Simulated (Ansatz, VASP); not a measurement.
## One calculation of CuI, two programs

```
I Cu
1.0
     0.00000    3.03150    3.03150
     3.03150    0.00000    3.03150
     3.03150    3.03150    0.00000
I Cu
1 1
Direct
  0.00000 0.00000 0.00000
  0.75000 0.75000 0.75000
```

Alike in both runs: task relaxation of cell and atoms; functional PBE; dispersion D4; k mesh 8 × 8 × 8; occupations fermi-dirac, width 0.05 eV; no spin polarisation.

```csv
,VASP,Ansatz
version,VASP 6.6.1,Ansatz 0.2.0
potentials or method,"VASP PAW PBE potentials, release 64 (I, Cu), cutoff 600 eV","all-electron LAPW, scalar-relativistic"
```

|  | VASP | Ansatz | Ansatz less VASP |
| --- | --- | --- | --- |
| relaxed volume (Å³/atom) | 26.64 | 26.60 | -0.033 |
| relaxed length of the cell vector where the two differ most in proportion (Å) | 4.224 | 4.222 | -0.0018 |

Ansatz ran all-electron here, and VASP with PAW potentials.

Neither program's run includes spin-orbit coupling.
